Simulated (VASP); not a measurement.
# MgC (Cmcm) in VASP: a series of runs

Runs on MgC. Level: PBE. Tasks: single point.

Program: VASP 6.6.1. These are calculated values, not measurements. Logs are shortened: lines on timing, memory, paths and dates and some standing lists are left out, and cuts for length are marked.

## (1) The cell of the first run

It takes space group Cmcm (No. 63, orthorhombic). Conventional cell: a = 3.664 Å, b = 8.319 Å, c = 2.725 Å, α = 90.00°, β = 90.00°, γ = 90.00°. Mg (site symmetry m2m) has 7 C at 2.41 to 2.50 Å and 8 Mg at 2.73 to 2.87 Å within 3.2 Å. Within 2.2 Å of C (site symmetry m2m) lie 2 C at 1.63 Å.

## (2) Single point, PBE

INCAR

```
SYSTEM = MgC
  PREC = Accurate
  ENCUT = 520
  EDIFF = 1E-6
  ISMEAR = 0
  SIGMA = 0.1
  LREAL = .False.
  LASPH = .True.
  NELM = 80
  ALGO = Normal
  ISIF = 2
  LWAVE = .False.
  LCHARG = .False.
  GGA = PE
  NBANDS = 14
```

KPOINTS

```
regular mesh
0
Gamma
  6 6 6
  0 0 0
```

POSCAR

```
MgC
1.0
    1.8319459105     -4.1594954906      0.0000000000
    1.8319459105      4.1594954906      0.0000000000
    0.0000000000      0.0000000000      2.7251204911
Mg C
2 2
Direct
    0.8545810996      0.1454189004      0.7500000000
    0.1454189004      0.8545810996      0.2500000000
    0.5542377086      0.4457622914      0.7500000000
    0.4457622914      0.5542377086      0.2500000000
```

Potentials or basis: VASP PAW PBE potentials, release 64 (Mg, C).

On the command line:

```
> cat potpaw_PBE.64/Mg/POTCAR potpaw_PBE.64/C/POTCAR > POTCAR
> mpirun -np 1 vasp_std > vasp.out
```

OUTCAR:

```text
SYSTEM = MgC
   PREC = Accurate
   ENCUT = 520
   EDIFF = 1E-6
   ISMEAR = 0
   LREAL = .False.
   LASPH = .True.
   NELM = 80
   ISIF = 2
   GGA = PE

 ion  position               nearest neighbor table
   1  0.855  0.145  0.750-   4 2.41   4 2.41   4 2.41   4 2.41   3 2.47   3 2.47   3 2.50   2 2.78
                             2 2.78   2 2.87   2 2.87   2 2.87   2 2.87
   2  0.145  0.855  0.250-   3 2.41   3 2.41   3 2.41   3 2.41   4 2.47   4 2.47   4 2.50   1 2.78
                             1 2.78   1 2.87   1 2.87   1 2.87   1 2.87
   3  0.554  0.446  0.750-   4 1.63   4 1.63   2 2.41   2 2.41   2 2.41   2 2.41   1 2.47   1 2.47
                             1 2.50
   4  0.446  0.554  0.250-   3 1.63   3 1.63   1 2.41   1 2.41   1 2.41   1 2.41   2 2.47   2 2.47
                             2 2.50

  LATTYP: Found a base centered orthorhombic cell.
 ALAT       =     3.6638918210
 B/A-ratio  =     2.2705340080
 C/A-ratio  =     0.7437775525

  Lattice vectors:

 A1 = (   1.8319459105,  -4.1594954906,   0.0000000000)
 A2 = (   1.8319459105,   4.1594954906,   0.0000000000)
 A3 = (   0.0000000000,   0.0000000000,   2.7251204911)

Analysis of symmetry for initial positions (statically):
=====================================================================
 Subroutine PRICEL returns:
 Original cell was already a primitive cell.

 Routine SETGRP: Setting up the symmetry group for a
 base centered orthorhombic supercell.

 Subroutine GETGRP returns: Found  8 space group operations
 (whereof  4 operations were pure point group operations)
 out of a pool of  8 trial point group operations.

The static configuration has the point symmetry C_2h.
 The point group associated with its full space group is D_2h.

Analysis of symmetry for dynamics (positions and initial velocities):
=====================================================================
 Subroutine PRICEL returns:
 Original cell was already a primitive cell.

 Routine SETGRP: Setting up the symmetry group for a
 base centered orthorhombic supercell.

 Subroutine GETGRP returns: Found  8 space group operations
 (whereof  4 operations were pure point group operations)
 out of a pool of  8 trial point group operations.

The dynamic configuration has the point symmetry C_2h.
 The point group associated with its full space group is D_2h.

 Subroutine INISYM returns: Found  8 space group operations
 (whereof  4 operations are pure point group operations),
 and found     1 'primitive' translations

----------------------------------------------------------------------------------------

                                     Primitive cell

  volume of cell :      41.5307

  direct lattice vectors                    reciprocal lattice vectors
     1.831945910 -4.159495491  0.000000000     0.272933823 -0.120206886  0.000000000
     1.831945910  4.159495491  0.000000000     0.272933823  0.120206886  0.000000000
     0.000000000  0.000000000  2.725120491     0.000000000  0.000000000  0.366956251

  length of vectors
     4.545044395  4.545044395  2.725120491     0.298232404  0.298232404  0.366956251

  position of ions in fractional coordinates (direct lattice)
     0.854581100  0.145418900  0.750000000
     0.145418900  0.854581100  0.250000000
     0.554237709  0.445762291  0.750000000
     0.445762291  0.554237709  0.250000000

  ion indices of the primitive-cell ions
   primitive index   ion index
                 1           1
                 2           2
                 3           3
                 4           4

----------------------------------------------------------------------------------------

 KPOINTS: regular mesh

Automatic generation of k-mesh.
 Grid dimensions read from file:
 generate k-points for:    6    6    6

 Generating k-lattice:

  Cartesian coordinates                     Fractional coordinates (reciprocal lattice)
     0.045488970 -0.020034481  0.000000000     0.166666667  0.000000000  0.000000000
     0.045488970  0.020034481  0.000000000     0.000000000  0.166666667  0.000000000
     0.000000000  0.000000000  0.061159375     0.000000000  0.000000000  0.166666667

  Length of vectors
     0.049705401  0.049705401  0.061159375

  Shift w.r.t. Gamma in fractional coordinates (k-lattice)
     0.000000000  0.000000000  0.000000000

 Subroutine IBZKPT returns following result:
 ===========================================

 Found     52 irreducible k-points:

 Following reciprocal coordinates:
            Coordinates               Weight
  0.000000  0.000000  0.000000      1.000000
  0.166667 -0.000000  0.000000      4.000000
  0.333333  0.000000  0.000000      4.000000
  0.500000 -0.000000  0.000000      2.000000
  0.166667  0.166667  0.000000      2.000000
  0.333333  0.166667  0.000000      4.000000
[... 16 lines left out ...]
  0.333333  0.333333  0.166667      4.000000
  0.500000  0.333333  0.166667      8.000000
 [... further k-points ...]
   k-points           NKPTS =     52   k-points in BZ     NKDIM =     52   number of bands    NBANDS=     14
   number of dos      NEDOS =    301   number of ions     NIONS =      4
   total plane-waves  NPLWV =  25920
   dimension x,y,z NGX =    36 NGY =   36 NGZ =   20
   dimension x,y,z NGXF=    72 NGYF=   72 NGZF=   40
   ions per type =               2   2
   NGX,Y,Z   is equivalent  to a cutoff of  13.17, 13.17, 12.20 a.u.
   NGXF,Y,Z  is equivalent  to a cutoff of  26.34, 26.34, 24.40 a.u.
 SYSTEM =  MgC
   PREC   = accura    normal or accurate (medium, high low for compatibility)
   ISTART =      0    job   : 0-new  1-cont  2-samecut
   ICHARG =      2    charge: 1-file 2-atom 10-const
   ISPIN  =      1    spin polarized calculation?
   LNONCOLLINEAR =      F non collinear calculations
   LSORBIT =      F    spin-orbit coupling
   LASPH  =      T    aspherical Exc in radial PAW
   ENCUT  =  520.0 eV  38.22 Ry    6.18 a.u.   8.45  8.45  5.07*2*pi/ulx,y,z
   NELM   =     80;   NELMIN=  2; NELMDL= -5     # of ELM steps
   EDIFF  = 0.1E-05   stopping-criterion for ELM
   LREAL  =      F    real-space projection
   EDIFFG = 0.1E-04   stopping-criterion for IOM
   NSW    =      0    number of steps for IOM
   IBRION =     -1    ionic relax: 0-MD 1-quasi-New 2-CG
   NFREE  =      0    steps in history (QN), initial steepest desc. (CG)
   ISIF   =      2    stress and relaxation
   ISYM   =      2    0-nonsym 1-usesym 2-fastsym
   POTIM  = 0.5000    time-step for ionic-motion
   TEBEG  =    0.0;   TEEND  =   0.0 temperature during run
   PSTRESS=    0.0 pullay stress
   NELECT =      12.0000    total number of electrons
   NUPDOWN=      -1.0000    fix difference up-down
   EMIN   =  10.00;   EMAX   =-10.00  energy-range for DOS
   EFERMI =   0.00;   METHOD = LEGACY
   ISMEAR =     0;   SIGMA  =   0.10  broadening in eV -4-tet -1-fermi 0-gaus
   EFERMI_NEDOS =   21; number of points for ismear=-14 and -15
   IALGO  =     38    algorithm
   IMIX   =      4    mixing-type and parameters
     AMIX     =   0.40;   BMIX     =  1.00
     AMIX_MAG =   1.60;   BMIX_MAG =  1.00
  volume/ion in A,a.u.               =      10.38        70.07
  Fermi-wavevector in a.u.,A,eV,Ry     =   1.082295  2.045241 15.937348  1.171362
  Thomas-Fermi vector in A             =   2.218333
   LORBIT       =      0    0 simple, 1 ext, 2 COOP (PROOUT), +10 PAW based schemes
   GGA     = PE    functional components
   LHFCALC =     F    Hartree Fock is set to
   AEXX    =    0.0000 exact exchange contribution
   IVDW    =     0    specifies the selected vdW correction
   LEPSILON=     F    determine dielectric tensor
   LRPA    =     F    only Hartree local field effects (RPA)
 non-spin polarized calculation
 Gauss-broadening in eV      SIGMA  =   0.10
  energy-cutoff  :      520.00
  volume of cell :       41.53
 maximum number of plane-waves:      1134
 NGX is ok and might be reduce to    36
   NGX = 17   NGY = 17   NGZ = 11

 number of electron      12.0000001 magnetization

 Free energy of the ion-electron system (eV)
  ---------------------------------------------------
  ext. energy  EPLUGINS =         0.00000000
  ---------------------------------------------------
  free energy    TOTEN  =       -18.77546578 eV

  energy without entropy =      -18.77242757  energy(sigma->0) =      -18.77394667

 E-fermi :   7.3141     XC(G=0): -10.8915

 val. band max:        7.2644834292   @ k =   0.5000   0.3333   0.0000
 cond. band min:       7.5060377541   @ k =  -0.1667   0.1667   0.3333
 fundamental gap:      0.2415543249
 Fermi energy:         7.3141145266

 k-point     1 :       0.0000    0.0000    0.0000
  band No.  band energies     occupation
      1      -9.8636      2.00000
      2      -0.7798      2.00000
      3       0.8390      2.00000
      4       1.1832      2.00000
      5       2.4879      2.00000
      6       7.0521      1.99979
      7       7.2150      1.83894
      8       9.5968      0.00000
      9      11.8982      0.00000
     10      11.9695      0.00000
     11      14.3816      0.00000
     12      14.5794      0.00000
     13      19.5627      0.00000
     14      19.7168      0.00000

 k-point     2 :       0.1667   -0.0000    0.0000
  band No.  band energies     occupation
      1      -9.7308      2.00000
      2      -1.1182      2.00000
      3       0.0184      2.00000
      4       1.8988      2.00000
      5       2.5091      2.00000
      6       6.0619      2.00000
      7       8.2842      0.00000
      8      10.3833      0.00000
      9      11.5633      0.00000
     10      12.6580      0.00000
     11      14.2817      0.00000
     12      14.6217      0.00000
     13      19.1876      0.00000
     14      19.7938      0.00000
[... 343 lines left out ...]
      1      -8.9016      2.00000
      2      -1.8611      2.00000
      3      -0.8914      2.00000
      4       0.6183      2.00000
      5       4.7280      2.00000
      6       5.7421      2.00000
      7       9.1169      0.00000
      8      10.0421      0.00000
      9      11.4256      0.00000
     10      13.3565      0.00000
     11      13.6053      0.00000
     12      15.8532      0.00000
     13      17.7107      0.00000
     14      18.1769      0.00000

 k-point    24 :       0.5000    0.3333    0.1667
  band No.  band energies     occupation
      1      -9.0931      2.00000
      2      -2.3880      2.00000
      3       0.4391      2.00000
      4       0.5490      2.00000
      5       4.9089      2.00000
      6       7.2281      1.77632
      7       7.9469      0.00000
      8       9.4941      0.00000
      9      10.8694      0.00000
     10      12.8982      0.00000
     11      13.1035      0.00000
     12      16.2606      0.00000
     13      17.0315      0.00000
     14      17.5779      0.00000

 [... further k-points ...]

------------------------ aborting loop because EDIFF is reached ----------------------------------------

  FORCE on cell =-STRESS in cart. coord.  units (eV):
  Direction    XX          YY          ZZ          XY          YZ          ZX
  --------------------------------------------------------------------------------------
  -------------------------------------------------------------------------------------
  Total        0.0070073     -0.1077577     -0.0450584      0.0000000      0.0000000      0.0000000
  in kB        0.2703291     -4.1570945     -1.7382710      0.0000000      0.0000000      0.0000000
  external PRESSURE =      -1.8750121 kB  Pullay stress =       0.0000000 kB

 VOLUME and BASIS-vectors are now :
 -----------------------------------------------------------------------------
  energy-cutoff  :      520.00
  volume of cell :       41.53
      direct lattice vectors                 reciprocal lattice vectors
     1.831945910 -4.159495491  0.000000000     0.272933823 -0.120206886  0.000000000
     1.831945910  4.159495491  0.000000000     0.272933823  0.120206886  0.000000000
     0.000000000  0.000000000  2.725120491     0.000000000  0.000000000  0.366956251

 POSITION                                       TOTAL-FORCE (eV/Angst)
 -----------------------------------------------------------------------------------
      1.83195     -2.94976      2.04384         0.000000     -0.006017      0.000000
      1.83195      2.94976      0.68128         0.000000      0.006017      0.000000
      1.83195     -0.45120      2.04384         0.000000     -0.045736      0.000000
      1.83195      0.45120      0.68128         0.000000      0.045736     -0.000000
 -----------------------------------------------------------------------------------
    total drift:                                0.000000      0.000000     -0.000000

  FREE ENERGIE OF THE ION-ELECTRON SYSTEM (eV)
  ---------------------------------------------------
  free  energy   TOTEN  =       -18.7754657806 eV

  energy  without entropy=      -18.7724275684  energy(sigma->0) =      -18.77394667
```

Run time: 11 s. Hardware: 1 thread of Intel Xeon 6975P-C (Granite Rapids), shared host; peak memory 0.18 GiB.

What came out:

```
Free energy            : -18.7755 eV
Pressure               : -0.2 GPa
Largest force          : 0.046 eV/Å
Band gap on the k mesh : zero (bands 6 and 7 overlap by 0.05 eV)
```

Forces in eV/Å, atoms in the order of the input:
```
Mg   0.000 -0.006  0.000
Mg   0.000  0.006  0.000
C    0.000 -0.046  0.000
C    0.000  0.046  0.000
```

Stress tensor (GPa, compression positive):
```
 0.03  0.00  0.00
 0.00 -0.42  0.00
 0.00  0.00 -0.17
```

Caveat: the k points lie up to 0.38 Å⁻¹ apart.

## (3) Single point, PBE

INCAR

```
PREC = Accurate
ENCUT = 520
EDIFF = 1E-6
ISMEAR = 0
SIGMA = 0.1
LREAL = F
LASPH = T
NELM = 80
ALGO = Normal
ISIF = 2
LWAVE = F
LCHARG = F
GGA = PE
NBANDS = 14
```

KPOINTS

```
regular mesh
0
Gamma
  6 6 6
```

POSCAR

```
MgC
1.0
    1.8336655765     -4.1536064275      0.0000000000
    1.8336655765      4.1536064275      0.0000000000
    0.0000000000      0.0000000000      2.7260418644
Mg C
2 2
Direct
    0.8544583266      0.1455416734      0.2500000000
    0.1455416734      0.8544583266      0.7500000000
    0.5544448824      0.4455551176      0.2500000000
    0.4455551176      0.5544448824      0.7500000000
```

Potentials or basis: VASP PAW PBE potentials, release 64 (Mg, C).

On the command line:

```
> cat potpaw_PBE.64/Mg/POTCAR potpaw_PBE.64/C/POTCAR > POTCAR
> mpirun -np 1 vasp_std > vasp.out
```

It took 11 s on 1 thread of Intel Xeon 6975P-C (Granite Rapids), shared host; peak memory 0.17 GiB.

The run converged. Its results:

```
Free energy            : -18.7757 eV
Pressure               : -0.3 GPa
Largest force          : 0.020 eV/Å
Band gap on the k mesh : zero (bands 6 and 7 overlap by 0.07 eV)
```

Forces in eV/Å, atoms in the order of the input:
```
Mg   0.000 -0.008  0.000
Mg   0.000  0.008  0.000
C    0.000 -0.020  0.000
C    0.000  0.020  0.000
```

Stress tensor (GPa, compression positive):
```
-0.12  0.00  0.00
 0.00 -0.49  0.00
 0.00  0.00 -0.21
```

Levels at points of the mesh, in eV from the Fermi level:
```tsv
k point	band 3	band 4	band 5	band 6	band 7	band 8	band 9	band 10
(0.00, 0.00, 0.00)	-6.47	-6.12	-4.80	-0.27	-0.12	2.28	4.58	4.68
(0.50, 0.00, 0.00)	-8.19	-4.97	-4.72	-0.90	1.16	3.80	5.24	5.59
(0.50, 0.50, 0.00)	-6.37	-4.76	-2.00	-1.06	1.00	1.76	3.21	4.90
(0.00, 0.00, 0.50)	-4.98	-4.98	-2.45	-2.45	-0.07	-0.07	3.66	3.66
(0.50, 0.00, 0.50)	-5.40	-5.40	-4.69	-4.69	1.00	1.00	5.68	5.68
(0.50, 0.50, 0.50)	-6.26	-6.26	-2.58	-2.58	2.81	2.81	3.34	3.34
```

Caveat: the k points lie up to 0.38 Å⁻¹ apart.
